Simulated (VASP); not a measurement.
Set up this calculation in VASP 6.6.1, as the native input.

```
Task                   : single point
Functional             : PBE
Potentials or basis    : VASP PAW PBE potentials, release 64 (Y_sv, Mn_pv, C, N)
Cutoff                 : 520 eV
k mesh                 : 4 × 4 × 4
Occupations            : gaussian, width 0.2 eV
Spin                   : collinear spin, ferromagnetic start
Starting moments       : [-0.11, 3.69, 0.0, 0.0, 0.0, 0.0, 0.0, 0.0, 0.0, 0.0] μB
Dipole correction      : no
Further INCAR settings : ALGO = Normal; EDIFF = 1e-06; NBANDS = 45
```

The structure of YMnC4N4 lies in POSCAR:

```
YMnC4N4
1.0
    6.4150398832      0.0000000000      0.0000000000
    0.0000000000      6.4150398832      0.0000000000
    0.0000000000      0.0000000000      6.4150398832
Y Mn C N
1 1 4 4
Direct
    0.0000000000      0.0000000000      0.0000000000
    0.5000000000      0.5000000000      0.5000000000
    0.2153476015      0.2153476015      0.2153476015
    0.2153476015      0.7846523985      0.7846523985
    0.7846523985      0.2153476015      0.7846523985
    0.7846523985      0.7846523985      0.2153476015
    0.3211519781      0.3211519781      0.3211519781
    0.3211519781      0.6788480219      0.6788480219
    0.6788480219      0.3211519781      0.6788480219
    0.6788480219      0.6788480219      0.3211519781
```

One way to write it, as run:

INCAR

```
SYSTEM = YMnC4N4
PREC = Accurate ; ENCUT = 520
EDIFF = 1E-6 ; ISMEAR = 0
SIGMA = 0.2 ; LREAL = .False.
LASPH = .True. ; NELM = 150
ALGO = Normal ; ISIF = 2
LWAVE = .False. ; LCHARG = .False.
ISPIN = 2 ; MAGMOM = -0.11 3.69 0 0 0 0 0 0 0 0
LORBIT = 11 ; LMAXMIX = 4
GGA = PE ; NBANDS = 45
```

KPOINTS

```
regular mesh
0
Gamma
  4 4 4
  0 0 0
```

Potentials or basis: VASP PAW PBE potentials, release 64 (Y_sv, Mn_pv, C, N).

Run with:

```bash
$ cat potpaw_PBE.64/Y_sv/POTCAR potpaw_PBE.64/Mn_pv/POTCAR potpaw_PBE.64/C/POTCAR potpaw_PBE.64/N/POTCAR > POTCAR
$ mpirun -np 1 vasp_std > vasp.out
```

It gave:

```
Pressure                                              : 0.3 GPa
Largest force                                         : 0.346 eV/Å
Band gap on the k mesh                                : zero (filled and empty bands overlap)
Net moment                                            : 4.00 μB per cell
Site moments                                          : Y -0.20; Mn +3.83; C +0.05; N -0.04 μB
Valence electrons inside the program's atomic spheres : Y 9.54; Mn 11.54; C 2.59; N 3.88
```

Caveat: a cell with one magnetic atom can't hold antiferromagnetic order, which such compounds often take.

It took 4.4 min on 1 thread of Intel(R) Xeon(R) Platinum 8259CL CPU @ 2.50GHz (Skylake/Cascade Lake) (shared host), peak memory 0.53 GiB.
